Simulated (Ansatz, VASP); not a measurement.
**Te2Mo: VASP beside Ansatz**

```xyz
6
Lattice="3.5421 0.0000 0.0000 -1.7711 3.0676 0.0000 0.0000 0.0000 14.8752" Properties=species:S:1:pos:R:3 pbc="T T T"
Te    0.0000    2.0451    1.9188
Te    1.7711    1.0225    9.3565
Te    1.7711    1.0225   12.9563
Te    0.0000    2.0451    5.5186
Mo    0.0000    2.0451   11.1564
Mo    1.7711    1.0225    3.7187
```

Change from the starting cell: uniaxial_z strain +4.9%.

Alike in both runs: task single point; functional PBE; k mesh 12 × 12 × 2; occupations fermi-dirac, width 0.02 eV; no spin polarisation.

```csv
,VASP,Ansatz
version,VASP 6.6.1,Ansatz 0.2.0
potentials or method,"VASP PAW PBE potentials, release 64 (Te, Mo_sv)","plane waves, PAW"
plane-wave cutoff (eV),520,420
valence electrons in the cell,52,92
```

VASP gave:

```
gap on the k mesh at the Fermi level (eV)                     : 0.98
pressure (GPa)                                                : 1.2
traceless stress, the component that is largest in VASP (GPa) : 0.31
rms of the force components (eV/Å)                            : 0.088
```

Q: Which values does Ansatz return?

A: gap on the k mesh at the Fermi level (eV): 0.98; pressure (GPa): 1.2; traceless stress, the component that is largest in VASP (GPa): 0.26; rms of the force components (eV/Å): 0.082.

Atom by atom the forces differ by 0.006 eV/Å (rms over components). VASP's potentials hold 52 valence electrons a cell and Ansatz's 92, so a difference there can come from the potentials and not from the codes. Ansatz's warnings: structure snapped to symmetry.

Neither program's run includes spin-orbit coupling.
